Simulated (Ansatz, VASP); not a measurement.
# One calculation of MgS, two programs

```
Mg S
1.0
    -0.07805    2.56263    2.56263
     2.56263   -0.07805    2.56263
     2.56263    2.56263   -0.07805
Mg S
1 1
Direct
  0.00000 0.00000 0.00000
  0.50000 0.50000 0.50000
```

Change from the starting cell: equal xy, yz and zx shear strains of -3 %.

Alike in both runs: task single point; functional PBE; k mesh 8 × 8 × 8; occupations fermi-dirac, width 0.01 eV; no spin polarisation.

|  | VASP | Ansatz |
| --- | --- | --- |
| version | VASP 6.6.1 | Ansatz 0.2.0 |
| potentials or method | VASP PAW PBE potentials, release 64 (Mg, S), cutoff 520 eV | all-electron LAPW, scalar-relativistic |

```csv
,VASP,Ansatz,Ansatz less VASP
gap on the k mesh at the Fermi level (eV),2.48,2.49,+0.010
pressure (GPa),0.9,1.2,+0.29
"traceless stress, the component that is largest in VASP (GPa)",1.57,1.57,-0.002
```

Ansatz ran all-electron here, and VASP with PAW potentials.
